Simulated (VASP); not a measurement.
# ZnO in VASP: further runs, part 2 of 2

VASP 6.6.1. Earlier steps stand in the parts before.

**4. Single point, PBE (strain +0.9%)**

INCAR

```
SYSTEM = ZnO
PREC = Accurate
ENCUT = 910
EDIFF = 1E-6
ISMEAR = -1
SIGMA = 0.02
LREAL = .False.
LASPH = .True.
NELM = 120
ALGO = Normal
ISIF = 2
LWAVE = .False.
LCHARG = .False.
GGA = PE
NBANDS = 16
GGA_COMPAT = .False.
```

KPOINTS

```
regular mesh
0
Gamma
  10 10 10
  0 0 0
```

POSCAR

```
ZnO
1.0
    0.0000000000      2.1525475758      2.1525475758
    2.1525475758      0.0000000000      2.1525475758
    2.1525475758      2.1525475758      0.0000000000
Zn O
1 1
Direct
    0.0000000000      0.0000000000      0.0000000000
    0.5000000000      0.5000000000      0.5000000000
```

Potentials or basis: VASP PAW PBE potentials, release 64 (Zn, O_h).

Command:

```
$ cat potpaw_PBE.64/Zn/POTCAR potpaw_PBE.64/O_h/POTCAR > POTCAR
$ mpirun -np 1 vasp_std > vasp.out
```

OUTCAR:

```text
SYSTEM = ZnO
   PREC = Accurate
   ENCUT = 910
   EDIFF = 1E-6
   ISMEAR = -1
   LREAL = .False.
   LASPH = .True.
   NELM = 120
   ISIF = 2
   GGA = PE

 ion  position               nearest neighbor table
   1  0.000  0.000  0.000-   2 2.15   2 2.15   2 2.15   2 2.15   2 2.15   2 2.15
   2  0.500  0.500  0.500-   1 2.15   1 2.15   1 2.15   1 2.15   1 2.15   1 2.15

  LATTYP: Found a face centered cubic cell.
 ALAT       =     4.3050951516

  Lattice vectors:

 A1 = (   0.0000000000,   2.1525475758,   2.1525475758)
 A2 = (   2.1525475758,   0.0000000000,   2.1525475758)
 A3 = (   2.1525475758,   2.1525475758,   0.0000000000)

Analysis of symmetry for initial positions (statically):
=====================================================================
 Subroutine PRICEL returns:
 Original cell was already a primitive cell.

 Routine SETGRP: Setting up the symmetry group for a
 face centered cubic supercell.

 Subroutine GETGRP returns: Found 48 space group operations
 (whereof 48 operations were pure point group operations)
 out of a pool of 48 trial point group operations.

The static configuration has the point symmetry O_h .
[... 160 lines left out ...]

 E-fermi :   3.3308     XC(G=0): -12.1987

 val. band max:        2.9372631574   @ k =   0.5000   0.0000   0.0000
 cond. band min:       3.7362156272   @ k =   0.0000   0.0000   0.0000
 fundamental gap:      0.7989524698
 Fermi energy:         3.3307753906

 k-point     1 :       0.0000    0.0000    0.0000
  band No.  band energies     occupation
      1     -15.4952      2.00000
      2      -1.8901      2.00000
      3      -1.8901      2.00000
      4      -1.8901      2.00000
      5      -1.6828      2.00000
      6      -1.6828      2.00000
[... 433 lines left out ...]
      3      -2.2748      2.00000
      4      -1.8471      2.00000
      5      -1.6446      2.00000
      6      -1.4572      2.00000
[... 8 lines left out ...]
     15      30.2161      0.00000
     16      30.5020      0.00000

 [... further k-points ...]

------------------------ aborting loop because EDIFF is reached ----------------------------------------

  FORCE on cell =-STRESS in cart. coord.  units (eV):
  Direction    XX          YY          ZZ          XY          YZ          ZX
  --------------------------------------------------------------------------------------
  -------------------------------------------------------------------------------------
  Total        0.4590846      0.4590846      0.4590846      0.0000000      0.0000000      0.0000000
  in kB       36.8735534     36.8735534     36.8735534      0.0000000      0.0000000      0.0000000
  external PRESSURE =      36.8735534 kB  Pullay stress =       0.0000000 kB

 VOLUME and BASIS-vectors are now :
 -----------------------------------------------------------------------------
  energy-cutoff  :      910.00
  volume of cell :       19.95
      direct lattice vectors                 reciprocal lattice vectors
     0.000000000  2.152547576  2.152547576    -0.232282903  0.232282903  0.232282903
     2.152547576  0.000000000  2.152547576     0.232282903 -0.232282903  0.232282903
     2.152547576  2.152547576  0.000000000     0.232282903  0.232282903 -0.232282903

 POSITION                                       TOTAL-FORCE (eV/Angst)
 -----------------------------------------------------------------------------------
      0.00000      0.00000      0.00000        -0.000000     -0.000000     -0.000000
      2.15255      2.15255      2.15255         0.000000      0.000000      0.000000
 -----------------------------------------------------------------------------------
    total drift:                                0.000000      0.000000      0.000000

  FREE ENERGIE OF THE ION-ELECTRON SYSTEM (eV)
  ---------------------------------------------------
  free  energy   TOTEN  =        -8.6330573764 eV

  energy  without entropy=       -8.6330573763  energy(sigma->0) =       -8.63305738
```

OSZICAR:

```text
N       E                     dE             d eps       ncg     rms          rms(c)
DAV:   1     0.137101501640E+03    0.13710E+03   -0.13431E+04  1568   0.247E+03
DAV:   2     0.138466758591E+01   -0.13572E+03   -0.12238E+03  1744   0.402E+02
DAV:   3    -0.999558444296E+01   -0.11380E+02   -0.11237E+02  1640   0.102E+02
DAV:   4    -0.101131749007E+02   -0.11759E+00   -0.11745E+00  1904   0.106E+01
DAV:   5    -0.101135524229E+02   -0.37752E-03   -0.37752E-03  1680   0.628E-01    0.931E+00
DAV:   6    -0.866345392630E+01    0.14501E+01   -0.28232E+00  2368   0.501E+01    0.623E+00
DAV:   7    -0.864853728874E+01    0.14917E-01   -0.43160E-01  1792   0.114E+01    0.344E+00
DAV:   8    -0.863487436939E+01    0.13663E-01   -0.78144E-02  1640   0.291E+00    0.541E-01
DAV:   9    -0.863294836444E+01    0.19260E-02   -0.47183E-03  2424   0.110E+00    0.107E-01
DAV:  10    -0.863304700960E+01   -0.98645E-04   -0.11176E-03  1576   0.318E-01    0.620E-02
DAV:  11    -0.863305811391E+01   -0.11104E-04   -0.43787E-05  2032   0.108E-01    0.132E-02
DAV:  12    -0.863305737636E+01    0.73755E-06   -0.31459E-06  1688   0.256E-02
   1 F= -.86330574E+01 E0= -.86330574E+01  d E =-.298635E-10
```

Wall time 21 s (1 thread of Intel Xeon Platinum 8375C at 2.90GHz (Ice Lake), shared host); peak memory 0.18 GiB.

Results:

- Free energy: -8.6331 eV
- Pressure: 3.7 GPa
- Band gap on the k mesh: 0.80 eV, indirect (least direct gap 2.10 eV)

Caveat: the cell differs from its parent crystal (strain +0.9%); the cutoff is under 1.25 times the usual one of these potentials, so pressure, stress and relaxed cells hold a basis-set (Pulay) error.

**5. Single point, PBE (strain along [111] -3.4%)**

INCAR

```
PREC = Accurate
ENCUT = 910
EDIFF = 1E-6
ISMEAR = -1
SIGMA = 0.02
LREAL = F
LASPH = T
NELM = 120
ALGO = Normal
ISIF = 2
LWAVE = F
LCHARG = T
GGA = PE
LELF = T
LVHAR = T
NBANDS = 16
GGA_COMPAT = F
```

KPOINTS

```
Automatic mesh
0
Gamma
  10 10 10
```

POSCAR

```
ZnO
1.0
   -0.0480809596      2.0856894367      2.0856894367
    2.0856894367     -0.0480809596      2.0856894367
    2.0856894367      2.0856894367     -0.0480809596
Zn O
1 1
Direct
    0.0000000000      0.0000000000      0.0000000000
    0.5000000000      0.5000000000      0.5000000000
```

Command:

```
$ cat potpaw_PBE.64/Zn/POTCAR potpaw_PBE.64/O_h/POTCAR > POTCAR
$ mpirun -np 1 vasp_std > vasp.out
```

It took 38 s on 1 thread of Intel Xeon 6975P-C (Granite Rapids), shared host; peak memory 0.23 GiB.

It converged, with:

```
Free energy            : -8.5511 eV
Pressure               : 16.4 GPa
Band gap on the k mesh : 1.06 eV, indirect (least direct gap 2.42 eV)
```

Stress tensor (GPa, compression positive):
```
16.39  1.81  1.81
 1.81 16.39  1.81
 1.81  1.81 16.39
```

Levels at points of the mesh, in eV from the valence-band top:
| k point | band 6 | band 7 | band 8 | band 9 | band 10 | band 11 | band 12 | band 13 |
| --- | --- | --- | --- | --- | --- | --- | --- | --- |
| (0.00, 0.00, 0.00) | -4.72 | -1.63 | -1.63 | -1.37 | 1.06 | 17.89 | 17.89 | 18.33 |
| (0.50, 0.00, 0.00) | -4.49 | -3.69 | -0.01 | 0.00 | 5.55 | 9.34 | 13.00 | 13.42 |
| (0.50, 0.50, 0.00) | -4.36 | -4.01 | -3.20 | -2.90 | 4.39 | 10.89 | 11.36 | 15.62 |
| (0.50, 0.50, 0.50) | -4.47 | -3.57 | -0.04 | -0.04 | 5.22 | 9.76 | 12.53 | 12.53 |

Caveat: the cell differs from its parent crystal (strain along [111] -3.4%); the cutoff is under 1.25 times the usual one of these potentials, so pressure, stress and relaxed cells hold a basis-set (Pulay) error. A k mesh can miss the band edges.

**6. Single point, r2SCAN (strain +0.9%)**

POSCAR

```
ZnO
1.0
    0.0000000000      2.1525475758      2.1525475758
    2.1525475758      0.0000000000      2.1525475758
    2.1525475758      2.1525475758      0.0000000000
Zn O
1 1
Direct
    0.0000000000      0.0000000000      0.0000000000
    0.5000000000      0.5000000000      0.5000000000
```

INCAR.step1

```
ALGO = Normal ; EDIFF = 1E-5
ENCUT = 910 ; GGA = PE
GGA_COMPAT = False ; ISMEAR = 0
LASPH = True ; LCHARG = False
LREAL = False ; LWAVE = True
NBANDS = 16 ; NELM = 120
PREC = Accurate ; SIGMA = 0.01
```

INCAR.step2

```
ALGO = Normal ; EDIFF = 1E-6
ENCUT = 910 ; GGA_COMPAT = False
ISIF = 2 ; ISMEAR = 0
ISTART = 1 ; LASPH = True
LCHARG = True ; LELF = True
LMIXTAU = True ; LREAL = False
LVHAR = True ; LWAVE = False
METAGGA = R2SCAN ; NBANDS = 16
NELM = 120 ; PREC = Accurate
SIGMA = 0.01
```

KPOINTS

```
k-points
0
Gamma
  10 10 10
```

Potentials or basis: VASP PAW PBE potentials, release 64 (Zn, O_h).

Command:

```
$ cat potpaw_PBE.64/Zn/POTCAR potpaw_PBE.64/O_h/POTCAR > POTCAR
$ cp INCAR.step1 INCAR
$ mpirun -np 1 vasp_std > vasp.out
$ cp INCAR.step2 INCAR
$ mpirun -np 1 vasp_std > vasp.out
```

Run time: 2.8 min. Hardware: 1 thread of Intel Xeon Platinum 8259CL at 2.50GHz (Skylake/Cascade Lake), shared host; peak memory 0.19 GiB.

Results (log left out):

| Property | Result |
| --- | --- |
| Free energy | -17.9577 eV |
| Pressure | -3.8 GPa |
| Band gap on the k mesh | 1.42 eV, indirect (least direct gap 2.76 eV) |

Levels at points of the mesh, in eV from the valence-band top:
| k point | band 6 | band 7 | band 8 | band 9 | band 10 | band 11 | band 12 | band 13 |
| --- | --- | --- | --- | --- | --- | --- | --- | --- |
| (0.00, 0.00, 0.00) | -4.69 | -1.33 | -1.33 | -1.33 | 1.42 | 18.68 | 18.68 | 18.68 |
| (0.50, 0.00, 0.00) | -4.48 | -3.62 | 0.00 | 0.00 | 6.15 | 9.81 | 13.65 | 13.65 |
| (0.50, 0.50, 0.00) | -4.37 | -4.11 | -2.75 | -2.75 | 4.91 | 11.53 | 11.91 | 16.38 |

Caveat: the cell differs from its parent crystal (strain +0.9%); the cutoff is under 1.25 times the usual one of these potentials, so pressure, stress and relaxed cells hold a basis-set (Pulay) error; the PAW data sets were made with another functional, which shifts forces and pressure a little. A k mesh can miss the band edges.

**7. The runs side by side**

```tsv
level	potentials or basis	cell	cutoff (eV)	smearing	second run	gap on the mesh (eV)	pressure (GPa)
PBE	VASP PAW PBE potentials, release 64 (Zn, O)	a = 2.950 Å, angles 61.5°, 2 atoms	520	fermi-dirac 0.02 eV	-	1.05	16.7
r2SCAN	VASP PAW PBE potentials, release 64 (Zn, O)	a = 3.018, b = 2.991, c = 2.991 Å, angles 60.6, 59.7, 59.7°, 2 atoms	520	gaussian 0.01 eV	-	1.58	5.1
PBE	VASP PAW PBE potentials, release 64 (Zn, O_h)	a = 3.044 Å, angles 60.0°, 2 atoms	910	fermi-dirac 0.02 eV	hard_potentials	0.80	3.7
PBE	VASP PAW PBE potentials, release 64 (Zn, O_h)	a = 2.950 Å, angles 61.5°, 2 atoms	910	fermi-dirac 0.02 eV	hard_potentials	1.06	16.4
r2SCAN	VASP PAW PBE potentials, release 64 (Zn, O_h)	a = 3.044 Å, angles 60.0°, 2 atoms	910	gaussian 0.01 eV	hard_potentials	1.42	-3.8
```

Alike in all rows: task single point; no spin polarisation; k mesh 10 × 10 × 10.

Caveats: the cutoff is under 1.25 times the usual one of these potentials, so pressure, stress and relaxed cells hold a basis-set (Pulay) error (some runs); the PAW data sets were made with another functional, which shifts forces and pressure a little (some runs).

Absolute energies hang on the potentials; compare differences alone.
